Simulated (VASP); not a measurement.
Set up this calculation in VASP 6.6.1, as the native input.

```yaml
Task: single point
Functional: HSE06
Potentials_or_basis: VASP PAW PBE potentials, release 64 (Mg, O)
Cutoff: 520 eV
k_mesh: 6 × 6 × 6
Occupations: gaussian, width 0.01 eV
Spin: no spin polarisation
Dipole_correction: no
Grid_for_exact_exchange_PRECFOCK: Normal
Further_INCAR_settings: ALGO = Normal; EDIFF = 1e-06; NBANDS = 11
Screening_parameter: 0.2079 1/Å
```

MgO:

```xyz
2
Lattice="2.5942 -0.0291 -0.0291 -0.0291 2.5942 -0.0291 -0.0291 -0.0291 2.5942" Properties=species:S:1:pos:R:3 pbc="T T T"
Mg    0.0000    0.0000    0.0000
O     1.2680    1.2680    1.2680
```

This cell differs from its parent crystal: strain along [111] -3.3%.

One way to write it, as run:

POSCAR

```
MgO
1.0
    2.5942299532     -0.0291191753     -0.0291191753
   -0.0291191753      2.5942299532     -0.0291191753
   -0.0291191753     -0.0291191753      2.5942299532
Mg O
1 1
Direct
    0.0000000000      0.0000000000      0.0000000000
    0.5000000000      0.5000000000      0.5000000000
```

INCAR.step1

```
PREC = Accurate
ENCUT = 520
EDIFF = 1E-5
ISMEAR = 0
SIGMA = 0.01
LREAL = F
LASPH = T
NELM = 100
ALGO = Normal
ISIF = 2
LWAVE = T
LCHARG = F
NBANDS = 11
GGA = PE
```

INCAR.step2

```
PREC = Accurate
ENCUT = 520
EDIFF = 1E-6
ISMEAR = 0
SIGMA = 0.01
LREAL = F
LASPH = T
NELM = 100
ALGO = Normal
ISIF = 2
LWAVE = F
LCHARG = F
GGA = PE
LHFCALC = T
HFSCREEN = 0.2079
PRECFOCK = Normal
NBANDS = 11
ISTART = 1
```

KPOINTS

```
Automatic mesh
0
Gamma
  6 6 6
```

Potentials or basis: VASP PAW PBE potentials, release 64 (Mg, O).

Run with:

```console
$ cat potpaw_PBE.64/Mg/POTCAR potpaw_PBE.64/O/POTCAR > POTCAR
$ cp INCAR.step1 INCAR
$ mpirun -np 1 vasp_std > vasp.out
$ cp INCAR.step2 INCAR
$ mpirun -np 1 vasp_std > vasp.out
```

It gave:

```json
{
 "Pressure": "4.7 GPa",
 "Band gap on the k mesh": "4.51 eV, indirect (least direct gap 5.58 eV)"
}
```

Caveat: the cell differs from its parent crystal (strain along [111] -3.3%); the PAW data sets were made with another functional, which shifts forces and pressure a little.

It took 8 min on 1 thread of Intel(R) Xeon(R) Platinum 8488C (Sapphire Rapids), on a shared host, peak memory 0.24 GiB.
